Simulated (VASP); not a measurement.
Write the native input for VASP 6.6.1 that does the following.

```
Task                   : single point
Functional             : PBE
Potentials or basis    : VASP PAW PBE potentials, release 64 (Ge_d, N)
Cutoff                 : 520 eV
k mesh                 : 7 × 7 × 1
Occupations            : gaussian, width 0.1 eV
Spin                   : no spin polarisation
Dipole correction      : yes
Further INCAR settings : ALGO = Normal; EDIFF = 1e-06; NBANDS = 38
```

The structure of Ge4N lies in POSCAR:

```
Ge4N
1.0
    4.0740542166      0.0000000000      0.0000000000
    0.0000000000      4.0740542166      0.0000000000
    0.0000000000      0.0000000000     19.8557568530
Ge N
4 1
Direct
    0.0000000000      0.5000000000      0.2014529101
    0.0000000000      0.0000000000      0.2739958855
    0.5000000000      0.0000000000      0.3493666166
    0.5000000000      0.5000000000      0.4208228835
    0.7500000000      1.0000000000      0.4282000782
```

One way to write it, as run:

INCAR

```
  PREC = Accurate
  ENCUT = 520
  EDIFF = 1E-6
  ISMEAR = 0
  SIGMA = 0.1
  LREAL = F
  LASPH = T
  NELM = 60
  ALGO = Normal
  ISIF = 2
  LWAVE = F
  LCHARG = F
  LDIPOL = T
  IDIPOL = 3
  DIPOL = 0.5 0.5 0.335
  GGA = PE
  NBANDS = 38
```

KPOINTS

```
regular mesh
0
Gamma
  7 7 1
```

Potentials or basis: VASP PAW PBE potentials, release 64 (Ge_d, N).

Command:

```console
$ cat potpaw_PBE.64/Ge_d/POTCAR potpaw_PBE.64/N/POTCAR > POTCAR
$ mpirun -np 1 vasp_std > vasp.out
```

Results of the run:

```yaml
Largest_force: 2.283 eV/Å
```

Run time: 3.1 min on 1 thread of Intel(R) Xeon(R) 6975P-C (Granite Rapids), on a shared host, peak memory 0.44 GiB.
